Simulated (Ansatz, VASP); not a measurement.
**KCd2: VASP beside Ansatz**

The input INCAR:

```
SYSTEM = KCd2
PREC = Accurate
ENCUT = 520
EDIFF = 1E-6
ISMEAR = 0
SIGMA = 0.1
LREAL = .False.
LASPH = .True.
NELM = 60
ALGO = Normal
ISIF = 2
LWAVE = .False.
LCHARG = .False.
GGA = PE
NBANDS = 24
```

Contents of KPOINTS:

```
Automatic mesh
0
Gamma
  6 6 6
  0 0 0
```

The input POSCAR:

```
KCd2
1.0
   -2.0240717405      2.0240717405      4.9653009885
    2.0240717405     -2.0240717405      4.9653009885
    2.0240717405      2.0240717405     -4.9653009885
K Cd
1 2
Direct
    0.0000000000      0.0000000000      0.0000000000
    0.6650000000      0.6650000000      0.0000000000
    0.3350000000      0.3350000000      0.0000000000
```

Input for Ansatz:

```yaml
crystal:
  lattice:
    - [-2.0240717405, 2.0240717405, 4.9653009885]
    - [2.0240717405, -2.0240717405, 4.9653009885]
    - [2.0240717405, 2.0240717405, -4.9653009885]
  atoms:
    - { symbol: K, position: [0.0, 0.0, 0.0] }
    - { symbol: Cd, position: [0.665, 0.665, 0.0] }
    - { symbol: Cd, position: [0.335, 0.335, 0.0] }
basis:
  ecutwfc: 420
kpoints:
  mp_grid: { grid: [6, 6, 6] }
hamiltonian:
  xc: pbe
scf:
  occupations: { method: gaussian, width: 0.1 }
  lower_state_search: "off"
output:
  forces: true
  stress: true
  eigenvalues: true
```

Alike in both runs: task single point; functional PBE; k mesh 6 × 6 × 6; occupations gaussian, width 0.1 eV; no spin polarisation.

```csv
,VASP,Ansatz
version,VASP 6.6.1,Ansatz 0.2.0
potentials or method,"VASP PAW PBE potentials, release 64 (K_sv, Cd), cutoff 520 eV","scalar-relativistic, plane waves, PAW"
valence electrons in the cell,33,49
```

|  | VASP | Ansatz | Ansatz less VASP |
| --- | --- | --- | --- |
| gap on the k mesh at the Fermi level (eV) | none | none | - |
| pressure (GPa) | 4.3 | 4.2 | -0.11 |
| traceless stress, the component that is largest in VASP (GPa) | -0.33 | -0.35 | -0.014 |
| rms of the force components (eV/Å) | 0.188 | 0.188 | -0.0008 |

Atom by atom the forces differ by 0.001 eV/Å (rms over components). A gap of «none» marks a metal or a gap that the smearing closes. With one functional, cell and mesh, what is left measures potentials, basis and numerics. VASP's potentials hold 33 valence electrons a cell and Ansatz's 49, so a difference there can come from the potentials and not from the codes.

The k mesh is coarse, so the values compare programs but aren't converged.
